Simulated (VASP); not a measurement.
A run of VASP 6.6.1 is set up as follows.

File INCAR:

```
ALGO = Normal
EDIFF = 1E-7
ENCUT = 520
GGA = PS
ISIF = 2
ISMEAR = 1
LASPH = T
LCHARG = F
LREAL = F
LWAVE = F
NBANDS = 27
NELM = 80
PREC = Accurate
SIGMA = 0.1
```

File KPOINTS:

```
k-points
0
Gamma
  9 9 9
```

File POSCAR:

```
LaSi3Rh
1.0
   -2.1869582550      2.1869582550      5.0550358341
    2.1869582550     -2.1869582550      5.0550358341
    2.1869582550      2.1869582550     -5.0550358341
La Si Rh
1 3 1
Direct
    0.9994988900      0.9994988900      0.0000000000
    0.4119316800      0.4119316800      0.0000000000
    0.2620189200      0.7620189200      0.5000000000
    0.7620189200      0.2620189200      0.5000000000
    0.6545305800      0.6545305800      0.0000000000
```

Potentials or basis: VASP PAW PBE potentials, release 64 (La, Si, Rh_pv).

Run with:

```console
$ cat potpaw_PBE.64/La/POTCAR potpaw_PBE.64/Si/POTCAR potpaw_PBE.64/Rh_pv/POTCAR > POTCAR
$ mpirun -np 1 vasp_std > vasp.out
```

(1) What does it give for the pressure?

(2) Predict the largest force.

Answers

(1) -10.2 GPa.

(2) 0.286 eV/Å.

Caveat: the PAW data sets were made with another functional, which shifts forces and pressure a little.
